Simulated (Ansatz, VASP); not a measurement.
**One calculation of InSb, two programs**

POSCAR

```
InSb
1.0
    0.0000000000      2.8245339176      2.8245339176
    2.8245339176      0.0000000000      2.8245339176
    2.8245339176      2.8245339176      0.0000000000
In Sb
1 1
Direct
    0.0000000000      0.0000000000      0.0000000000
    0.2500000000      0.2500000000      0.2500000000
```

Contents of INCAR.step1:

```
ALGO = Normal
EDIFF = 1E-4
ENCUT = 520
GGA = PE
ISMEAR = -1
LASPH = True
LCHARG = False
LREAL = False
LWAVE = True
NBANDS = 16
NELM = 100
PREC = Accurate
SIGMA = 0.1
```

INCAR.step2

```
ALGO = Normal
EDIFF = 1E-6
ENCUT = 520
ISIF = 2
ISMEAR = -1
ISTART = 1
LASPH = True
LCHARG = False
LMIXTAU = True
LREAL = False
LWAVE = False
METAGGA = R2SCAN
NBANDS = 16
NELM = 100
PREC = Accurate
SIGMA = 0.1
```

KPOINTS

```
k-points
0
Gamma
  11 11 11
```

Input for Ansatz:

```yaml
crystal:
  lattice:
    - [0.0, 2.8245339176, 2.8245339176]
    - [2.8245339176, 0.0, 2.8245339176]
    - [2.8245339176, 2.8245339176, 0.0]
  atoms:
    - { symbol: In, position: [0.0, 0.0, 0.0] }
    - { symbol: Sb, position: [0.25, 0.25, 0.25] }
kpoints:
  mp_grid: { grid: [11, 11, 11] }
scf:
  occupations: { method: fermi_dirac, width: 0.1 }
hamiltonian:
  xc: r2scan
  pseudopotentials: { kind: paw }
output:
  forces: true
  stress: true
  eigenvalues: true
  populations: true
```

Change from the starting cell: volume scaled by 0.64, PAW files.

Alike in both runs: task single point; functional r2SCAN; k mesh 11 × 11 × 11; occupations fermi-dirac, width 0.1 eV; no spin polarisation.

|  | VASP | Ansatz |
| --- | --- | --- |
| version | VASP 6.6.1 | Ansatz 0.2.0 |
| potentials or method | VASP PAW PBE potentials, release 64 (In_d, Sb) | PAW with Ansatz's default frozen-core files, scalar-relativistic |
| plane-wave cutoff (eV) | 520 | 500 |
| valence electrons in the cell | 18 | 28 |

```csv
,VASP,Ansatz,Ansatz less VASP
pressure (GPa),55.1,55.1,+0.05
```

VASP's potentials were made for PBE, not for r2SCAN. Both programs put the cell under a high pressure, so it lies far from rest at this level. VASP's potentials hold 18 valence electrons a cell and Ansatz's 28, so a difference there can come from the potentials and not from the codes.

Spin-orbit coupling is off throughout.
